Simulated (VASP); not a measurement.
# TiPt3 in VASP: notebook

The runs below take TiPt3 through single point, with PBEsol.

All numbers are computed with VASP 6.6.1; they aren't measurements. Logs are shortened: lines on timing, memory, paths and dates and some standing lists are left out, and cuts for length are marked.

### Step 1. The cell of the first run

Symmetry: Pm-3m, No. 221, cubic system. The conventional cell has a = 3.899 Å, b = 3.899 Å, c = 3.899 Å, α = 90.00°, β = 90.00°, γ = 90.00°. Ti (site symmetry m-3m) has 12 Pt at 2.76 Å within 3.6 Å. Within 3.6 Å of Pt (site symmetry 4/mmm) lie 4 Ti at 2.76 Å and 8 Pt at 2.76 Å.

### Step 2. Single point, PBEsol

Contents of INCAR:

```
  ALGO = Fast
  EDIFF = 1E-6
  ENCUT = 520
  GGA = PS
  ISIF = 2
  ISMEAR = 0
  LASPH = T
  LCHARG = F
  LREAL = F
  LWAVE = F
  NBANDS = 29
  NELM = 60
  PREC = Accurate
  SIGMA = 0.1
```

Contents of KPOINTS:

```
k-points
0
Gamma
  14 14 14
```

Contents of POSCAR:

```
TiPt3
1.0
    3.8993537252      0.0000000000      0.0000000000
    0.0000000000      3.8993537252      0.0000000000
    0.0000000000      0.0000000000      3.8993537252
Ti Pt
1 3
Direct
    0.0000000000      0.0000000000      0.0000000000
    0.0000000000      0.5000000000      0.5000000000
    0.5000000000      0.0000000000      0.5000000000
    0.5000000000      0.5000000000      0.0000000000
```

Potentials or basis: VASP PAW PBE potentials, release 64 (Ti_sv, Pt).

The run is started by

```bash
$ cat potpaw_PBE.64/Ti_sv/POTCAR potpaw_PBE.64/Pt/POTCAR > POTCAR
$ mpirun -np 1 vasp_std > vasp.out
```

OUTCAR:

```text
EDIFF = 1E-6
   ENCUT = 520
   GGA = PS
   ISIF = 2
   ISMEAR = 0
   LASPH = T
   LREAL = F
   NELM = 60
   PREC = Accurate

 ion  position               nearest neighbor table
   1  0.000  0.000  0.000-   2 2.76   3 2.76   4 2.76   2 2.76   3 2.76   2 2.76   4 2.76   2 2.76
                             3 2.76   4 2.76   3 2.76   4 2.76
   2  0.000  0.500  0.500-   1 2.76   3 2.76   4 2.76   1 2.76   4 2.76   1 2.76   3 2.76   1 2.76
                             3 2.76   4 2.76   4 2.76   3 2.76
   3  0.500  0.000  0.500-   1 2.76   2 2.76   4 2.76   1 2.76   4 2.76   2 2.76   4 2.76   4 2.76
                             1 2.76   2 2.76   1 2.76   2 2.76
   4  0.500  0.500  0.000-   1 2.76   2 2.76   3 2.76   2 2.76   3 2.76   1 2.76   3 2.76   3 2.76
                             1 2.76   2 2.76   2 2.76   1 2.76

  LATTYP: Found a simple cubic cell.
 ALAT       =     3.8993537252

  Lattice vectors:

 A1 = (   3.8993537252,   0.0000000000,   0.0000000000)
 A2 = (   0.0000000000,   3.8993537252,   0.0000000000)
 A3 = (   0.0000000000,   0.0000000000,   3.8993537252)

Analysis of symmetry for initial positions (statically):
=====================================================================
 Subroutine PRICEL returns:
 Original cell was already a primitive cell.

 Routine SETGRP: Setting up the symmetry group for a
 simple cubic supercell.

 Subroutine GETGRP returns: Found 48 space group operations
 (whereof 48 operations were pure point group operations)
 out of a pool of 48 trial point group operations.

The static configuration has the point symmetry O_h .

Analysis of symmetry for dynamics (positions and initial velocities):
=====================================================================
 Subroutine PRICEL returns:
 Original cell was already a primitive cell.

 Routine SETGRP: Setting up the symmetry group for a
 simple cubic supercell.

 Subroutine GETGRP returns: Found 48 space group operations
 (whereof 48 operations were pure point group operations)
 out of a pool of 48 trial point group operations.

The dynamic configuration has the point symmetry O_h .

 Subroutine INISYM returns: Found 48 space group operations
 (whereof 48 operations are pure point group operations),
 and found     1 'primitive' translations

----------------------------------------------------------------------------------------

                                     Primitive cell

  volume of cell :      59.2895

  direct lattice vectors                    reciprocal lattice vectors
     3.899353725  0.000000000  0.000000000     0.256452754  0.000000000  0.000000000
     0.000000000  3.899353725  0.000000000     0.000000000  0.256452754  0.000000000
     0.000000000  0.000000000  3.899353725     0.000000000  0.000000000  0.256452754

  length of vectors
     3.899353725  3.899353725  3.899353725     0.256452754  0.256452754  0.256452754

  position of ions in fractional coordinates (direct lattice)
     0.000000000  0.000000000  0.000000000
     0.000000000  0.500000000  0.500000000
     0.500000000  0.000000000  0.500000000
     0.500000000  0.500000000  0.000000000

  ion indices of the primitive-cell ions
   primitive index   ion index
                 1           1
                 2           2
                 3           3
                 4           4

----------------------------------------------------------------------------------------

 KPOINTS: k-points

Automatic generation of k-mesh.
 Grid dimensions read from file:
 generate k-points for:   14   14   14

 Generating k-lattice:

  Cartesian coordinates                     Fractional coordinates (reciprocal lattice)
     0.018318054  0.000000000  0.000000000     0.071428571  0.000000000  0.000000000
     0.000000000  0.018318054  0.000000000     0.000000000  0.071428571  0.000000000
     0.000000000  0.000000000  0.018318054     0.000000000  0.000000000  0.071428571

  Length of vectors
     0.018318054  0.018318054  0.018318054

  Shift w.r.t. Gamma in fractional coordinates (k-lattice)
     0.000000000  0.000000000  0.000000000

 Subroutine IBZKPT returns following result:
 ===========================================

 Found    120 irreducible k-points:

 Following reciprocal coordinates:
            Coordinates               Weight
  0.000000  0.000000  0.000000      1.000000
  0.071429  0.000000  0.000000      6.000000
  0.142857  0.000000  0.000000      6.000000
  0.214286  0.000000  0.000000      6.000000
  0.285714  0.000000  0.000000      6.000000
  0.357143  0.000000  0.000000      6.000000
[... 16 lines left out ...]
  0.285714  0.214286  0.000000     24.000000
  0.357143  0.214286  0.000000     24.000000
 [... further k-points ...]
   k-points           NKPTS =    120   k-points in BZ     NKDIM =    120   number of bands    NBANDS=     29
   number of dos      NEDOS =    301   number of ions     NIONS =      4
   total plane-waves  NPLWV =  27000
   dimension x,y,z NGX =    30 NGY =   30 NGZ =   30
   dimension x,y,z NGXF=    60 NGYF=   60 NGZF=   60
   ions per type =               1   3
   NGX,Y,Z   is equivalent  to a cutoff of  12.79, 12.79, 12.79 a.u.
   NGXF,Y,Z  is equivalent  to a cutoff of  25.58, 25.58, 25.58 a.u.
 SYSTEM =  unknown system
   PREC   = accura    normal or accurate (medium, high low for compatibility)
   ISTART =      0    job   : 0-new  1-cont  2-samecut
   ICHARG =      2    charge: 1-file 2-atom 10-const
   ISPIN  =      1    spin polarized calculation?
   LNONCOLLINEAR =      F non collinear calculations
   LSORBIT =      F    spin-orbit coupling
   LASPH  =      T    aspherical Exc in radial PAW
   ENCUT  =  520.0 eV  38.22 Ry    6.18 a.u.   7.25  7.25  7.25*2*pi/ulx,y,z
   NELM   =     60;   NELMIN=  2; NELMDL= -5     # of ELM steps
   EDIFF  = 0.1E-05   stopping-criterion for ELM
   LREAL  =      F    real-space projection
   EDIFFG = 0.1E-04   stopping-criterion for IOM
   NSW    =      0    number of steps for IOM
   IBRION =     -1    ionic relax: 0-MD 1-quasi-New 2-CG
   NFREE  =      0    steps in history (QN), initial steepest desc. (CG)
   ISIF   =      2    stress and relaxation
   ISYM   =      2    0-nonsym 1-usesym 2-fastsym
   POTIM  = 0.5000    time-step for ionic-motion
   TEBEG  =    0.0;   TEEND  =   0.0 temperature during run
   PSTRESS=    0.0 pullay stress
   NELECT =      42.0000    total number of electrons
   NUPDOWN=      -1.0000    fix difference up-down
   EMIN   =  10.00;   EMAX   =-10.00  energy-range for DOS
   EFERMI =   0.00;   METHOD = LEGACY
   ISMEAR =     0;   SIGMA  =   0.10  broadening in eV -4-tet -1-fermi 0-gaus
   EFERMI_NEDOS =   21; number of points for ismear=-14 and -15
   IALGO  =     68    algorithm
   IMIX   =      4    mixing-type and parameters
     AMIX     =   0.40;   BMIX     =  1.00
     AMIX_MAG =   1.60;   BMIX_MAG =  1.00
  volume/ion in A,a.u.               =      14.82       100.03
  Fermi-wavevector in a.u.,A,eV,Ry     =   1.459370  2.757809 28.977139  2.129760
  Thomas-Fermi vector in A             =   2.575945
   LORBIT       =      0    0 simple, 1 ext, 2 COOP (PROOUT), +10 PAW based schemes
   GGA     = PS    functional components
   LHFCALC =     F    Hartree Fock is set to
   AEXX    =    0.0000 exact exchange contribution
   IVDW    =     0    specifies the selected vdW correction
   LEPSILON=     F    determine dielectric tensor
   LRPA    =     F    only Hartree local field effects (RPA)
 non-spin polarized calculation
 RMM-DIIS sequential band-by-band and
 Gauss-broadening in eV      SIGMA  =   0.10
  energy-cutoff  :      520.00
  volume of cell :       59.29
 maximum number of plane-waves:      1628
 NGX is ok and might be reduce to    30
   NGX = 15   NGY = 15   NGZ = 15

 number of electron      41.9999998 magnetization

 Free energy of the ion-electron system (eV)
  ---------------------------------------------------
  ext. energy  EPLUGINS =         0.00000000
  ---------------------------------------------------
  free energy    TOTEN  =       -32.76131985 eV

  energy without entropy =      -32.75574235  energy(sigma->0) =      -32.75853110

 E-fermi :  11.6752     XC(G=0): -13.4126

 val. band max:       11.6405936946   @ k =   0.0714   0.0714   0.0000
 cond. band min:      11.6870561472   @ k =   0.5000   0.5000   0.4286
 fundamental gap:      0.0464624526
 Fermi energy:        11.6751747981

 k-point     1 :       0.0000    0.0000    0.0000
  band No.  band energies     occupation
      1     -46.2827      2.00000
      2     -22.6023      2.00000
      3     -22.6023      2.00000
      4     -22.6023      2.00000
      5       1.4027      2.00000
      6       4.2403      2.00000
[... 21 lines left out ...]
     28      13.7123      0.00000
     29      20.0337      0.00000

 k-point     2 :       0.0714    0.0000    0.0000
  band No.  band energies     occupation
      1     -46.2826      2.00000
      2     -22.6038      2.00000
      3     -22.6026      2.00000
      4     -22.6026      2.00000
      5       1.4708      2.00000
      6       4.2838      2.00000
[... 21 lines left out ...]
     28      14.1577      0.00000
     29      19.9149      0.00000

 k-point     3 :       0.1429    0.0000    0.0000
  band No.  band energies     occupation
      1     -46.2824      2.00000
      2     -22.6079      2.00000
      3     -22.6032      2.00000
      4     -22.6032      2.00000
      5       1.6723      2.00000
      6       4.4097      2.00000
[... 21 lines left out ...]
     28      14.9903      0.00000
     29      19.5860      0.00000

 k-point     4 :       0.2143    0.0000    0.0000
  band No.  band energies     occupation
      1     -46.2820      2.00000
      2     -22.6137      2.00000
      3     -22.6041      2.00000
      4     -22.6041      2.00000
      5       1.9980      2.00000
      6       4.6007      2.00000
[... 597 lines left out ...]
     28      17.4057      0.00000
     29      18.4032      0.00000

 k-point    23 :       0.2857    0.2143    0.0000
  band No.  band energies     occupation
      1     -46.2811      2.00000
      2     -22.6202      2.00000
      3     -22.6123      2.00000
      4     -22.6068      2.00000
      5       2.9412      2.00000
      6       5.1855      2.00000
[... 21 lines left out ...]
     28      17.8270      0.00000
     29      18.2365      0.00000

 k-point    24 :       0.3571    0.2143    0.0000
  band No.  band energies     occupation
      1     -46.2808      2.00000
      2     -22.6243      2.00000
      3     -22.6130      2.00000
      4     -22.6077      2.00000
      5       3.4053      2.00000
      6       5.2806      2.00000
[... 21 lines left out ...]
     28      17.4004      0.00000
     29      19.1093      0.00000

 [... further k-points ...]

------------------------ aborting loop because EDIFF is reached ----------------------------------------

  FORCE on cell =-STRESS in cart. coord.  units (eV):
  Direction    XX          YY          ZZ          XY          YZ          ZX
  --------------------------------------------------------------------------------------
  -------------------------------------------------------------------------------------
  Total       -0.0808099     -0.0808099     -0.0808099      0.0000000      0.0000000     -0.0000000
  in kB       -2.1837216     -2.1837216     -2.1837216      0.0000000      0.0000000     -0.0000000
  external PRESSURE =      -2.1837216 kB  Pullay stress =       0.0000000 kB

 VOLUME and BASIS-vectors are now :
 -----------------------------------------------------------------------------
  energy-cutoff  :      520.00
  volume of cell :       59.29
      direct lattice vectors                 reciprocal lattice vectors
     3.899353725  0.000000000  0.000000000     0.256452754  0.000000000  0.000000000
     0.000000000  3.899353725  0.000000000     0.000000000  0.256452754  0.000000000
     0.000000000  0.000000000  3.899353725     0.000000000  0.000000000  0.256452754

 POSITION                                       TOTAL-FORCE (eV/Angst)
 -----------------------------------------------------------------------------------
      0.00000      0.00000      0.00000         0.000000      0.000000      0.000000
      0.00000      1.94968      1.94968         0.000000      0.000000      0.000000
      1.94968      0.00000      1.94968         0.000000      0.000000      0.000000
      1.94968      1.94968      0.00000         0.000000      0.000000      0.000000
 -----------------------------------------------------------------------------------
    total drift:                                0.000000      0.000000     -0.000000

  FREE ENERGIE OF THE ION-ELECTRON SYSTEM (eV)
  ---------------------------------------------------
  free  energy   TOTEN  =       -32.7613198498 eV

  energy  without entropy=      -32.7557423472  energy(sigma->0) =      -32.75853110
```

Wall time 4.5 min (1 thread of Intel Xeon Platinum 8488C (Sapphire Rapids), shared host); peak memory 0.3 GiB.

Results:

| Quantity | Value |
| --- | --- |
| Free energy | -32.7613 eV |
| Pressure | -0.2 GPa |
| Band gap on the k mesh | zero (bands 21 and 22 overlap by 1.84 eV) |

Caveat: the PAW data sets were made with another functional, which shifts forces and pressure a little; spin-orbit coupling is left out, which moves the levels of the heavy elements.

### Step 3. Single point, PBEsol (uniaxial strain along a: +4.5 %)

Contents of INCAR:

```
SYSTEM = TiPt3
  ALGO = Normal
  EDIFF = 1E-6
  ENCUT = 500
  GGA = PS
  GGA_COMPAT = .FALSE.
  ISIF = 2
  ISMEAR = 0
  LASPH = .TRUE.
  LCHARG = .FALSE.
  LREAL = .FALSE.
  LWAVE = .FALSE.
  NBANDS = 29
  NELM = 120
  PREC = Accurate
  SIGMA = 0.1
```

Contents of KPOINTS:

```
k-points
0
G
  14 14 14
  0 0 0
```

Contents of POSCAR:

```
TiPt3
1.0
    4.0748246421      0.0000000000      0.0000000000
    0.0000000000      3.8554859951      0.0000000000
    0.0000000000      0.0000000000      3.8554859951
Ti Pt
1 3
Direct
    0.0000000000      0.0000000000      0.0000000000
    0.0000000000      0.5000000000      0.5000000000
    0.5000000000      0.0000000000      0.5000000000
    0.5000000000      0.5000000000      0.0000000000
```

Potentials or basis: VASP PAW PBE potentials, release 64 (Ti_sv, Pt).

The run is started by

```bash
$ cat potpaw_PBE.64/Ti_sv/POTCAR potpaw_PBE.64/Pt/POTCAR > POTCAR
$ mpirun -np 1 vasp_std > vasp.out
```

OUTCAR:

```text
SYSTEM = TiPt3
   EDIFF = 1E-6
   ENCUT = 500
   GGA = PS
   ISIF = 2
   ISMEAR = 0
   LASPH = .TRUE.
   LREAL = .FALSE.
   NELM = 120
   PREC = Accurate

 ion  position               nearest neighbor table
   1  0.000  0.000  0.000-   2 2.73   2 2.73   2 2.73   2 2.73   3 2.80   4 2.80   4 2.80   3 2.80
                             3 2.80   4 2.80   3 2.80   4 2.80
   2  0.000  0.500  0.500-   1 2.73   1 2.73   1 2.73   1 2.73   4 2.80   4 2.80   3 2.80   3 2.80
                             3 2.80   4 2.80   4 2.80   3 2.80
[... 975 lines left out ...]
  --------------------------------------------------------------------------------------
  -------------------------------------------------------------------------------------
  Total       -4.5597664     -0.7034950     -0.7034950      0.0000000      0.0000000     -0.0000000
  in kB     -120.6107438    -18.6082032    -18.6082032      0.0000000      0.0000000     -0.0000000
  external PRESSURE =     -52.6090501 kB  Pullay stress =       0.0000000 kB

 VOLUME and BASIS-vectors are now :
 -----------------------------------------------------------------------------
  energy-cutoff  :      500.00
  volume of cell :       60.57
      direct lattice vectors                 reciprocal lattice vectors
     4.074824642  0.000000000  0.000000000     0.245409334  0.000000000  0.000000000
     0.000000000  3.855485995  0.000000000     0.000000000  0.259370674  0.000000000
     0.000000000  0.000000000  3.855485995     0.000000000  0.000000000  0.259370674

 POSITION                                       TOTAL-FORCE (eV/Angst)
 -----------------------------------------------------------------------------------
      0.00000      0.00000      0.00000         0.000000      0.000000      0.000000
      0.00000      1.92774      1.92774         0.000000      0.000000      0.000000
      2.03741      0.00000      1.92774         0.000000      0.000000      0.000000
      2.03741      1.92774      0.00000         0.000000      0.000000      0.000000
 -----------------------------------------------------------------------------------
    total drift:                                0.000000      0.000000     -0.000000

  FREE ENERGIE OF THE ION-ELECTRON SYSTEM (eV)
  ---------------------------------------------------
  free  energy   TOTEN  =       -32.6698210161 eV

  energy  without entropy=      -32.6643184086  energy(sigma->0) =      -32.66706971
```

stdout:

```text
POSCAR found type information on POSCAR TiPt
 POSCAR found :  2 types and       4 ions
 scaLAPACK will be used
 -----------------------------------------------------------------------------
|                                                                             |
|                                                                             |
|     You enforced a specific xc type in the INCAR file but a different       |
|     I HOPE YOU KNOW WHAT YOU ARE DOING!                                     |
|                                                                             |
 -----------------------------------------------------------------------------

 LDA part: xc-table for (Slater+PW92), standard interpolation
 POSCAR, INCAR and KPOINTS ok, starting setup
 FFT: planning ... GRIDC
 FFT: planning ... GRID_SOFT
 FFT: planning ... GRID
 WAVECAR not read
 entering main loop
```

It took 3.9 min on 1 thread of Oxide Virtual Turin-like, shared host; peak memory 0.46 GiB.

What came out:

```yaml
Free_energy: -32.6698 eV
Pressure: -5.3 GPa
Band_gap_on_the_k_mesh: zero (bands 21 and 22 overlap by 1.35 eV)
```

Caveat: the cell differs from its parent crystal (uniaxial strain along a: +4.5 %); the stress differs along the axes, from -12 to -2 GPa; the PAW data sets were made with another functional, which shifts forces and pressure a little; spin-orbit coupling is left out, which moves the levels of the heavy elements.

The gap in the log of VASP goes by the Fermi energy; the results here count the filled bands.